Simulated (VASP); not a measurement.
**Ti: single point with PBE**

Ti:

```
CELL_PARAMETERS angstrom
0.00000 2.01403 2.01403
2.01403 0.00000 2.01403
2.01403 2.01403 0.00000
ATOMIC_POSITIONS crystal
Ti 0.00000 0.00000 0.00000
```

This isn't the form of Ti at room conditions, which is hcp.

```yaml
Program: VASP 6.6.1
Task: single point
Functional: PBE
Potentials_or_basis: VASP PAW PBE potentials, release 64 (Ti_sv)
Cutoff: 520 eV
k_mesh: 20 × 20 × 20
Occupations: gaussian, width 0.15 eV
Spin: collinear spin
Starting_moments: "[0.875] μB"
Fixed_moment: 0.875 μB
```

```json
{
  "Pressure": "9.6 GPa",
  "Net moment": "0.88 μB per cell",
  "Site moments": "Ti +0.61 μB",
  "Valence electrons inside the program's atomic spheres": "Ti 10.34"
}
```

Run time: 66 s on 1 thread of Intel(R) Xeon(R) 6975P-C (Granite Rapids), on a shared host, peak memory 0.22 GiB.

Caveat: the cell stands under pressure; the total moment is fixed, so each spin has its own Fermi level and the state may be an excited one.
